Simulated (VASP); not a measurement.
# C (C2/m) in VASP: a series of runs, part 2 of 2

VASP 6.6.1. Earlier steps stand in the parts before.

### 3 Single point, PBE (atoms displaced along several vibrational modes)

File INCAR:

```
ALGO = Normal
EDIFF = 1E-6
ENCUT = 520
GGA = PE
ISIF = 2
ISMEAR = 0
LASPH = T
LCHARG = T
LELF = T
LREAL = F
LVHAR = T
LWAVE = F
NBANDS = 16
NELM = 80
PREC = Accurate
SIGMA = 0.15
```

File KPOINTS:

```
k-points
0
Gamma
  18 18 6
```

File POSCAR:

```
C
1.0
    1.2332770792     -2.1360444277      0.0000000000
    1.2332770792      2.1360444277      0.0000000000
    0.0000000000      0.0000000000      8.7070252276
C
4
Direct
    0.1433037168      0.8566962832      0.7895380677
    0.5233623913      0.4766376087      0.2104616132
    0.8566962832      0.1433037168      0.2104619323
    0.4766376087      0.5233623913      0.7895383868
```

Potentials or basis: VASP PAW PBE potentials, release 64 (C).

Launch:

```sh
cat potpaw_PBE.64/C/POTCAR > POTCAR
mpirun -np 1 vasp_std > vasp.out
```

OUTCAR:

```text
EDIFF = 1E-6
   ENCUT = 520
   GGA = PE
   ISIF = 2
   ISMEAR = 0
   LASPH = T
   LREAL = F
   NELM = 80
   PREC = Accurate

 ion  position               nearest neighbor table
   1  0.143  0.857  0.790-   4 1.42   4 1.42   4 1.42
   2  0.523  0.477  0.210-   3 1.42   3 1.42   3 1.42
   3  0.857  0.143  0.210-   2 1.42   2 1.42   2 1.42
   4  0.477  0.523  0.790-   1 1.42   1 1.42   1 1.42

  LATTYP: Found a base centered orthorhombic cell.
 ALAT       =     2.4665541584
 B/A-ratio  =     1.7320069137
 C/A-ratio  =     3.5300361024

  Lattice vectors:

 A1 = (   1.2332770792,  -2.1360444277,   0.0000000000)
 A2 = (   1.2332770792,   2.1360444277,   0.0000000000)
 A3 = (   0.0000000000,   0.0000000000,   8.7070252276)

Analysis of symmetry for initial positions (statically):
=====================================================================
 Subroutine PRICEL returns:
 Original cell was already a primitive cell.

 Routine SETGRP: Setting up the symmetry group for a
 base centered orthorhombic supercell.

 Subroutine GETGRP returns: Found  4 space group operations
 (whereof  4 operations were pure point group operations)
 out of a pool of  8 trial point group operations.

The static configuration has the point symmetry C_2h.

Analysis of symmetry for dynamics (positions and initial velocities):
=====================================================================
 Subroutine PRICEL returns:
 Original cell was already a primitive cell.

 Routine SETGRP: Setting up the symmetry group for a
 base centered orthorhombic supercell.

 Subroutine GETGRP returns: Found  4 space group operations
 (whereof  4 operations were pure point group operations)
 out of a pool of  8 trial point group operations.

The dynamic configuration has the point symmetry C_2h.

 Subroutine INISYM returns: Found  4 space group operations
 (whereof  4 operations are pure point group operations),
 and found     1 'primitive' translations

----------------------------------------------------------------------------------------

                                     Primitive cell

  volume of cell :      45.8744

  direct lattice vectors                    reciprocal lattice vectors
     1.233277079 -2.136044428  0.000000000     0.405423897 -0.234077528  0.000000000
     1.233277079  2.136044428  0.000000000     0.405423897  0.234077528  0.000000000
     0.000000000  0.000000000  8.707025228     0.000000000  0.000000000  0.114849788

  length of vectors
     2.466507278  2.466507278  8.707025228     0.468146159  0.468146159  0.114849788

  position of ions in fractional coordinates (direct lattice)
     0.143303717  0.856696283  0.789538068
     0.523362391  0.476637609  0.210461613
     0.856696283  0.143303717  0.210461932
     0.476637609  0.523362391  0.789538387

  ion indices of the primitive-cell ions
   primitive index   ion index
                 1           1
                 2           2
                 3           3
                 4           4

----------------------------------------------------------------------------------------

 KPOINTS: k-points

Automatic generation of k-mesh.
 Grid dimensions read from file:
 generate k-points for:   18   18    6

 Generating k-lattice:

  Cartesian coordinates                     Fractional coordinates (reciprocal lattice)
     0.022523550 -0.013004307  0.000000000     0.055555556  0.000000000  0.000000000
     0.022523550  0.013004307  0.000000000     0.000000000  0.055555556  0.000000000
     0.000000000  0.000000000  0.019141631     0.000000000  0.000000000  0.166666667

  Length of vectors
     0.026008120  0.026008120  0.019141631

  Shift w.r.t. Gamma in fractional coordinates (k-lattice)
     0.000000000  0.000000000  0.000000000

 Subroutine IBZKPT returns following result:
 ===========================================

 Found    524 irreducible k-points:

 Following reciprocal coordinates:
            Coordinates               Weight
  0.000000  0.000000  0.000000      1.000000
  0.055556  0.000000  0.000000      4.000000
  0.111111  0.000000  0.000000      4.000000
  0.166667  0.000000  0.000000      4.000000
  0.222222  0.000000  0.000000      4.000000
  0.277778  0.000000  0.000000      4.000000
[... 16 lines left out ...]
 -0.277778  0.055556  0.000000      4.000000
 -0.222222  0.055556  0.000000      4.000000
 [... further k-points ...]
   k-points           NKPTS =    524   k-points in BZ     NKDIM =    524   number of bands    NBANDS=     16
   number of dos      NEDOS =    301   number of ions     NIONS =      4
   total plane-waves  NPLWV =  22680
   dimension x,y,z NGX =    18 NGY =   18 NGZ =   70
   dimension x,y,z NGXF=    36 NGYF=   36 NGZF=  140
   ions per type =               4
   NGX,Y,Z   is equivalent  to a cutoff of  12.13, 12.13, 13.37 a.u.
   NGXF,Y,Z  is equivalent  to a cutoff of  24.26, 24.26, 26.73 a.u.
 SYSTEM =  unknown system
   PREC   = accura    normal or accurate (medium, high low for compatibility)
   ISTART =      0    job   : 0-new  1-cont  2-samecut
   ICHARG =      2    charge: 1-file 2-atom 10-const
   ISPIN  =      1    spin polarized calculation?
   LNONCOLLINEAR =      F non collinear calculations
   LSORBIT =      F    spin-orbit coupling
   LASPH  =      T    aspherical Exc in radial PAW
   ENCUT  =  520.0 eV  38.22 Ry    6.18 a.u.   4.59  4.59 16.19*2*pi/ulx,y,z
   NELM   =     80;   NELMIN=  2; NELMDL= -5     # of ELM steps
   EDIFF  = 0.1E-05   stopping-criterion for ELM
   LREAL  =      F    real-space projection
   EDIFFG = 0.1E-04   stopping-criterion for IOM
   NSW    =      0    number of steps for IOM
   IBRION =     -1    ionic relax: 0-MD 1-quasi-New 2-CG
   NFREE  =      0    steps in history (QN), initial steepest desc. (CG)
   ISIF   =      2    stress and relaxation
   ISYM   =      2    0-nonsym 1-usesym 2-fastsym
   POTIM  = 0.5000    time-step for ionic-motion
   TEBEG  =    0.0;   TEEND  =   0.0 temperature during run
   PSTRESS=    0.0 pullay stress
   NELECT =      16.0000    total number of electrons
   NUPDOWN=      -1.0000    fix difference up-down
   EMIN   =  10.00;   EMAX   =-10.00  energy-range for DOS
   EFERMI =   0.00;   METHOD = LEGACY
   ISMEAR =     0;   SIGMA  =   0.15  broadening in eV -4-tet -1-fermi 0-gaus
   EFERMI_NEDOS =   21; number of points for ismear=-14 and -15
   IALGO  =     38    algorithm
   IMIX   =      4    mixing-type and parameters
     AMIX     =   0.40;   BMIX     =  1.00
     AMIX_MAG =   1.60;   BMIX_MAG =  1.00
  volume/ion in A,a.u.               =      11.47        77.39
  Fermi-wavevector in a.u.,A,eV,Ry     =   1.152368  2.177660 18.067889  1.327952
  Thomas-Fermi vector in A             =   2.289020
   LORBIT       =      0    0 simple, 1 ext, 2 COOP (PROOUT), +10 PAW based schemes
   GGA     = PE    functional components
   LHFCALC =     F    Hartree Fock is set to
   AEXX    =    0.0000 exact exchange contribution
   IVDW    =     0    specifies the selected vdW correction
   LEPSILON=     F    determine dielectric tensor
   LRPA    =     F    only Hartree local field effects (RPA)
 non-spin polarized calculation
 Gauss-broadening in eV      SIGMA  =   0.15
  energy-cutoff  :      520.00
  volume of cell :       45.87
 maximum number of plane-waves:      1260
   NGX =  9   NGY =  9   NGZ = 33

 number of electron      15.9999998 magnetization

 Free energy of the ion-electron system (eV)
  ---------------------------------------------------
  ext. energy  EPLUGINS =         0.00000000
  ---------------------------------------------------
  free energy    TOTEN  =       -36.89609398 eV

  energy without entropy =      -36.89489429  energy(sigma->0) =      -36.89549413

 E-fermi :   2.6402     XC(G=0):  -8.5651

 val. band max:        2.6127265757   @ k =   0.3333   0.3333   0.5000
 cond. band min:       2.6672441716   @ k =   0.3333   0.3333   0.5000
 fundamental gap:      0.0545175959
 Fermi energy:         2.6401733147

 k-point     1 :       0.0000    0.0000    0.0000
  band No.  band energies     occupation
      1     -16.9081      2.00000
      2     -16.8321      2.00000
      3      -5.3003      2.00000
      4      -4.6195      2.00000
      5      -0.4004      2.00000
      6      -0.3985      2.00000
[... 433 lines left out ...]
      3      -4.1674      2.00000
      4      -3.5184      2.00000
      5      -3.4081      2.00000
      6      -3.3932      2.00000
[... 8 lines left out ...]
     15      12.7676      0.00000
     16      13.9730      0.00000

 [... further k-points ...]

------------------------ aborting loop because EDIFF is reached ----------------------------------------

  FORCE on cell =-STRESS in cart. coord.  units (eV):
  Direction    XX          YY          ZZ          XY          YZ          ZX
  --------------------------------------------------------------------------------------
  -------------------------------------------------------------------------------------
  Total        0.1428687      0.1383956      0.1031167      0.0000000      0.0056363      0.0000000
  in kB        4.9897291      4.8335029      3.6013799      0.0000000      0.1968504      0.0000000
  external PRESSURE =       4.4748707 kB  Pullay stress =       0.0000000 kB

 VOLUME and BASIS-vectors are now :
 -----------------------------------------------------------------------------
  energy-cutoff  :      520.00
  volume of cell :       45.87
      direct lattice vectors                 reciprocal lattice vectors
     1.233277079 -2.136044428  0.000000000     0.405423897 -0.234077528  0.000000000
     1.233277079  2.136044428  0.000000000     0.405423897  0.234077528  0.000000000
     0.000000000  0.000000000  8.707025228     0.000000000  0.000000000  0.114849788

 POSITION                                       TOTAL-FORCE (eV/Angst)
 -----------------------------------------------------------------------------------
      1.23328      1.52384      6.87453         0.000000     -0.000790     -0.022968
      1.23328     -0.09981      1.83249         0.000000      0.001239      0.016049
      1.23328     -1.52384      1.83250         0.000000      0.000790      0.022968
      1.23328      0.09981      6.87453         0.000000     -0.001239     -0.016049
 -----------------------------------------------------------------------------------
    total drift:                               -0.000000     -0.000000      0.000000

  FREE ENERGIE OF THE ION-ELECTRON SYSTEM (eV)
  ---------------------------------------------------
  free  energy   TOTEN  =       -36.8960939766 eV

  energy  without entropy=      -36.8948942863  energy(sigma->0) =      -36.89549413
```

It took 7.4 min on 1 thread of Oxide Virtual Turin-like, shared host; peak memory 0.34 GiB.

What came out:

| Item | Value |
| --- | --- |
| Free energy | -36.8961 eV |
| Pressure | 0.4 GPa |
| Largest force | 0.023 eV/Å |

Forces on the atoms (eV/Å):
```
C    0.000 -0.001 -0.023
C    0.000  0.001  0.016
C    0.000  0.001  0.023
C    0.000 -0.001 -0.016
```

Stress tensor (GPa, compression positive):
```
0.50 0.00 0.00
0.00 0.48 0.02
0.00 0.02 0.36
```

Caveat: the cell differs from its parent crystal (atoms displaced along several vibrational modes); this functional lacks dispersion, which binds layers or chains, so the pressure and a relaxed spacing across them are unreliable.
